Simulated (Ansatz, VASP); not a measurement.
Ta: VASP beside Ansatz

```
Ta
1.0
    14.00000    0.00000    0.00000
     0.00000   14.40000    0.00000
     0.00000    0.00000   14.80000
Ta
1
Direct
  0.50000 0.50000 0.50000
```

Alike in both runs: task single point; functional LDA; k mesh 1 × 1 × 1; occupations fermi-dirac, width 0.01 eV; collinear spin.

```csv
,VASP,Ansatz
version,VASP 6.6.1,Ansatz 0.2.0
potentials or method,"VASP PAW LDA potentials, release 64 (Ta_pv), cutoff 520 eV","plane waves (420 eV) with PAW, scalar-relativistic"
valence electrons in the cell,11,13
```

```tsv
	VASP	Ansatz	Ansatz less VASP
net moment per atom (μB)	3.00	3.00	0.000
size of the moment on the site where the two differ most (μB)	2.13	3.00	+0.873
```

Ansatz warns that its potentials were made for another functional, while VASP's fit it. LDA's correlation is that of Perdew and Zunger in VASP and of Perdew and Wang (1992) in Ansatz. Site moments also hang on the region over which each program counts them. VASP's potentials hold 11 valence electrons a cell and Ansatz's 13, so a difference there can come from the potentials and not from the codes. Ansatz's warnings: stability check not made.

Neither program's run includes spin-orbit coupling.
